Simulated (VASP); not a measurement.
# TiO3 (Pmmn) in VASP: relaxation of cell and atoms with PBE

Aim: the relaxation of cell and atoms of TiO3 with PBE.

Program: VASP 6.6.1. These are calculated values, not measurements. Logs are shortened: lines on timing, memory, paths and dates and some standing lists are left out, and cuts for length are marked.

### 1 The cell of the first run

Symmetry: Pmmn, No. 59, orthorhombic system. Conventional cell: a = 2.953 Å, b = 4.006 Å, c = 7.680 Å, α = 90.00°, β = 90.00°, γ = 90.00°. Ti (site symmetry mm2) has 8 O at 2.02 to 2.14 Å within 2.7 Å. O (site symmetry m) has 1 O at 1.44 Å within 1.9 Å. Within 2.8 Å of O (site symmetry mm2) lie 4 Ti at 2.02 to 2.14 Å and 10 O at 2.57 to 2.75 Å.

### 2 Relaxation of cell and atoms, PBE

INCAR reads:

```
PREC = Accurate ; ENCUT = 600
EDIFF = 1E-7 ; ISMEAR = 0
SIGMA = 0.02 ; LREAL = False
LASPH = True ; NELM = 80
ALGO = Normal ; ISIF = 3
LWAVE = False ; LCHARG = False
GGA = PE ; IBRION = 2
NSW = 100 ; EDIFFG = -0.01
```

KPOINTS reads:

```
regular mesh
0
Gamma
  10 8 4
```

POSCAR reads:

```
TiO3
1.0
    2.9534111157      0.0000000000      0.0000000000
    0.0000000000      4.0060945833      0.0000000000
    0.0000000000      0.0000000000      7.6795422004
Ti O
2 6
Direct
    0.0000000000      0.0000000000      0.6380670669
    0.5000000000      0.5000000000      0.3619329331
    0.0000000000      0.3198013974      0.2072331903
    0.0000000000      0.6801986026      0.2072331903
    0.5000000000      0.8198013974      0.7927668097
    0.5000000000      0.1801986026      0.7927668097
    0.5000000000      0.0000000000      0.4587473486
    0.0000000000      0.5000000000      0.5412526514
```

Potentials or basis: VASP PAW PBE potentials, release 64 (Ti_sv, O).

Launch:

```console
$ cat potpaw_PBE.64/Ti_sv/POTCAR potpaw_PBE.64/O/POTCAR > POTCAR
$ mpirun -np 1 vasp_std > vasp.out
```

OUTCAR:

```text
PREC = Accurate
   ENCUT = 600
   EDIFF = 1E-7
   ISMEAR = 0
   LREAL = False
   LASPH = True
   NELM = 80
   ISIF = 3
   GGA = PE
   IBRION = 2
   NSW = 100
   EDIFFG = -0.01

 ion  position               nearest neighbor table
   1  0.000  0.000  0.638-   7 2.02   7 2.02   5 2.03   5 2.03   6 2.03   6 2.03   8 2.14   8 2.14

   2  0.500  0.500  0.362-   8 2.02   8 2.02   3 2.03   3 2.03   4 2.03   4 2.03   7 2.14   7 2.14

   3  0.000  0.320  0.207-   4 1.44   2 2.03   2 2.03
   4  0.000  0.680  0.207-   3 1.44   2 2.03   2 2.03
   5  0.500  0.820  0.793-   6 1.44   1 2.03   1 2.03
   6  0.500  0.180  0.793-   5 1.44   1 2.03   1 2.03
   7  0.500  0.000  0.459-   1 2.02   1 2.02   2 2.14   2 2.14
   8  0.000  0.500  0.541-   2 2.02   2 2.02   1 2.14   1 2.14

  LATTYP: Found a simple orthorhombic cell.
 ALAT       =     2.9534111157
 B/A-ratio  =     1.3564297100
 C/A-ratio  =     2.6002279735

  Lattice vectors:

 A1 = (   2.9534111157,   0.0000000000,   0.0000000000)
 A2 = (   0.0000000000,   4.0060945833,   0.0000000000)
 A3 = (   0.0000000000,   0.0000000000,   7.6795422004)

Analysis of symmetry for initial positions (statically):
=====================================================================
 Subroutine PRICEL returns:
 Original cell was already a primitive cell.

 Routine SETGRP: Setting up the symmetry group for a
 simple orthorhombic supercell.

 Subroutine GETGRP returns: Found  8 space group operations
 (whereof  4 operations were pure point group operations)
 out of a pool of  8 trial point group operations.

The static configuration has the point symmetry C_2v.
 The point group associated with its full space group is D_2h.

Analysis of symmetry for dynamics (positions and initial velocities):
=====================================================================
 Subroutine PRICEL returns:
 Original cell was already a primitive cell.

 Routine SETGRP: Setting up the symmetry group for a
 simple orthorhombic supercell.

 Subroutine GETGRP returns: Found  8 space group operations
 (whereof  4 operations were pure point group operations)
 out of a pool of  8 trial point group operations.

The dynamic configuration has the point symmetry C_2v.
 The point group associated with its full space group is D_2h.

 Subroutine INISYM returns: Found  8 space group operations
 (whereof  4 operations are pure point group operations),
 and found     1 'primitive' translations

[... 128 lines left out ...]
  Fermi-wavevector in a.u.,A,eV,Ry     =   1.425602  2.693998 27.651697  2.032342
  Thomas-Fermi vector in A             =   2.545969
   LORBIT       =      0    0 simple, 1 ext, 2 COOP (PROOUT), +10 PAW based schemes
   GGA     = PE    functional components
   LHFCALC =     F    Hartree Fock is set to
   AEXX    =    0.0000 exact exchange contribution
   IVDW    =     0    specifies the selected vdW correction
   LEPSILON=     F    determine dielectric tensor
   LRPA    =     F    only Hartree local field effects (RPA)
 conjugate gradient relaxation of ions
 non-spin polarized calculation
 Gauss-broadening in eV      SIGMA  =   0.02
  energy-cutoff  :      600.00
  volume of cell :       90.86
 maximum number of plane-waves:      3060
 NGX is ok and might be reduce to    24
   NGX = 11   NGY = 17   NGZ = 31

--------------------------------------- Ionic step        1  -------------------------------------------

 number of electron      59.9999976 magnetization

 Free energy of the ion-electron system (eV)
  ---------------------------------------------------
  ext. energy  EPLUGINS =         0.00000000
  ---------------------------------------------------
  free energy    TOTEN  =       -62.43379812 eV

  energy without entropy =      -62.43379812  energy(sigma->0) =      -62.43379812

------------------------ aborting loop because EDIFF is reached ----------------------------------------

  FORCE on cell =-STRESS in cart. coord.  units (eV):
  Direction    XX          YY          ZZ          XY          YZ          ZX
  --------------------------------------------------------------------------------------
  -------------------------------------------------------------------------------------
  Total        0.3740822      0.7763306      0.3847622      0.0000000      0.0000000      0.0000000
  in kB        6.5962514     13.6891624      6.7845734      0.0000000      0.0000000      0.0000000
  external PRESSURE =       9.0233290 kB  Pullay stress =       0.0000000 kB
[... 107 lines left out ...]
  FREE ENERGIE OF THE ION-ELECTRON SYSTEM (eV)
  ---------------------------------------------------
  free  energy   TOTEN  =       -62.4374840206 eV

  energy  without entropy=      -62.4374840206  energy(sigma->0) =      -62.43748402

[... ionic steps 4 to 11 ...]

--------------------------------------- Ionic step       12  -------------------------------------------

 number of electron      59.9999978 magnetization

------------------------ aborting loop because EDIFF is reached ----------------------------------------
[... 79 lines left out ...]
--------------------------------------- Ionic step       14  -------------------------------------------

 number of electron      59.9999978 magnetization

 Free energy of the ion-electron system (eV)
  ---------------------------------------------------
  ext. energy  EPLUGINS =         0.00000000
  ---------------------------------------------------
  free energy    TOTEN  =       -62.43825378 eV

  energy without entropy =      -62.43825378  energy(sigma->0) =      -62.43825378

 E-fermi :   2.6489     XC(G=0): -10.2673

 val. band max:        2.5475882830   @ k =   0.0000   0.0000   0.5000
 cond. band min:       4.9013628924   @ k =   0.0000   0.3750   0.0000
 fundamental gap:      2.3537746094
 Fermi energy:         2.6489113084

 k-point     1 :       0.0000    0.0000    0.0000
  band No.  band energies     occupation
      1     -54.1130      2.00000
      2     -54.0899      2.00000
      3     -30.6171      2.00000
      4     -30.4856      2.00000
      5     -30.2751      2.00000
      6     -30.2393      2.00000
[... 925 lines left out ...]
     35       6.7145      0.00000
     36       6.7145      0.00000

 [... further k-points ...]

------------------------ aborting loop because EDIFF is reached ----------------------------------------

  FORCE on cell =-STRESS in cart. coord.  units (eV):
  Direction    XX          YY          ZZ          XY          YZ          ZX
  --------------------------------------------------------------------------------------
  -------------------------------------------------------------------------------------
  Total       -0.0319105     -0.0022243     -0.0217437      0.0000000      0.0000000      0.0000000
  in kB       -0.5631282     -0.0392527     -0.3837144      0.0000000      0.0000000      0.0000000
  external PRESSURE =      -0.3286984 kB  Pullay stress =       0.0000000 kB
[... 23 lines left out ...]
  FREE ENERGIE OF THE ION-ELECTRON SYSTEM (eV)
  ---------------------------------------------------
  free  energy   TOTEN  =       -62.4382537808 eV

  energy  without entropy=      -62.4382537808  energy(sigma->0) =      -62.43825378

 reached required accuracy - stopping structural energy minimisation
```

OSZICAR:

```text
N       E                     dE             d eps       ncg     rms          rms(c)
DAV:   1     0.913199805573E+03    0.91320E+03   -0.34471E+04  6560   0.209E+03
DAV:   2     0.917550293740E+02   -0.82144E+03   -0.79046E+03  6876   0.594E+02
[... 134 lines left out ...]
DAV:   2    -0.624382578385E+02   -0.17240E-04   -0.35949E-04  6664   0.140E-01    0.201E-02
DAV:   3    -0.624382547232E+02    0.31153E-05   -0.25963E-05  8952   0.361E-02    0.106E-02
DAV:   4    -0.624382532909E+02    0.14323E-05   -0.75802E-06  9628   0.247E-02    0.482E-03
DAV:   5    -0.624382535049E+02   -0.21400E-06   -0.12800E-06  8496   0.800E-03    0.217E-03
DAV:   6    -0.624382537445E+02   -0.23962E-06   -0.13134E-07  4868   0.306E-03    0.453E-04
DAV:   7    -0.624382537808E+02   -0.36316E-07   -0.46722E-08  3528   0.137E-03
  14 F= -.62438254E+02 E0= -.62438254E+02  d E =-.223461E-04
```

CONTCAR:

```text
TiO3
   1.00000000000000
     2.9568760089813977    0.0000000000000000    0.0000000000000000
     0.0000000000000000    3.9958411600327075    0.0000000000000000
     0.0000000000000000    0.0000000000000000    7.6841392150779093
  Ti              O
     2     6
Direct
     1.0000000000000000    0.0000000000000000    0.6385770513453414
     0.5000000000000000    0.5000000000000000    0.3614229486546585
     0.0000000000000000    0.3179016296529634    0.2067402295887800
     1.0000000000000000    0.6820983703470366    0.2067402295887800
     0.5000000000000000    0.8179016296529634    0.7932597704112201
     0.5000000000000000    0.1820983703470366    0.7932597704112201
     0.5000000000000000    0.0000000000000000    0.4588480079607404
     1.0000000000000000    0.5000000000000000    0.5411519920392598

  0.00000000E+00  0.00000000E+00  0.00000000E+00
  0.00000000E+00  0.00000000E+00  0.00000000E+00
  0.00000000E+00  0.00000000E+00  0.00000000E+00
  0.00000000E+00  0.00000000E+00  0.00000000E+00
  0.00000000E+00  0.00000000E+00  0.00000000E+00
  0.00000000E+00  0.00000000E+00  0.00000000E+00
  0.00000000E+00  0.00000000E+00  0.00000000E+00
  0.00000000E+00  0.00000000E+00  0.00000000E+00
```

It took 42 min on 1 thread of Oxide Virtual Turin-like, shared host; peak memory 0.38 GiB.

What came out:

```yaml
Free_energy: -62.4383 eV
Relaxed_volume: 11.35 Å³/atom
Relaxed_cell: a = 2.957 Å, b = 3.996 Å, c = 7.684 Å, α = 90.00°, β = 90.00°, γ = 90.00°
Space_group_after_relaxing_to_0.1_Å: Pmmn (No. 59)
Energy_gained_by_relaxing: 0.6 meV/atom
Ionic_steps: 14
Pressure_after_relaxing: 0.0 GPa
Largest_force_after_relaxing: 0.008 eV/Å
Band_gap_on_the_k_mesh: 2.35 eV (least direct gap 2.42 eV)
```

Forces in eV/Å, atoms in the order of the input:
```
Ti   0.000  0.000 -0.002
Ti   0.000  0.000  0.002
O    0.000  0.002 -0.008
O    0.000 -0.002 -0.008
O    0.000  0.002  0.008
O    0.000 -0.002  0.008
O    0.000  0.000 -0.007
O    0.000  0.000  0.007
```

Step by step:
```csv
step,energy change (eV),largest force (eV/Å),pressure (GPa),volume (Å³)
1,0.0000,0.3280,0.90,90.86
2,0.0194,0.7102,-2.60,91.71
3,-0.0037,0.0375,-0.13,91.10
4,-0.0037,0.0359,-0.11,91.09
5,-0.0041,0.0188,-0.09,91.02
6,-0.0042,0.0502,-0.03,90.84
7,-0.0043,0.0285,-0.05,90.91
8,-0.0044,0.0281,-0.02,90.81
9,-0.0044,0.0172,-0.02,90.83
10,-0.0044,0.0219,0.09,90.78
11,-0.0044,0.0124,0.05,90.79
12,-0.0044,0.0108,-0.02,90.80
13,-0.0044,0.0105,-0.02,90.80
14,-0.0045,0.0082,-0.03,90.79
```

Final structure:
```
CELL_PARAMETERS angstrom
2.95688 0.00000 0.00000
0.00000 3.99584 0.00000
0.00000 0.00000 7.68414
ATOMIC_POSITIONS crystal
Ti 0.00000 0.00000 0.63858
Ti 0.50000 0.50000 0.36142
O 0.00000 0.31790 0.20674
O 0.00000 0.68210 0.20674
O 0.50000 0.81790 0.79326
O 0.50000 0.18210 0.79326
O 0.50000 0.00000 0.45885
O 0.00000 0.50000 0.54115
```

A k mesh can miss the band edges.
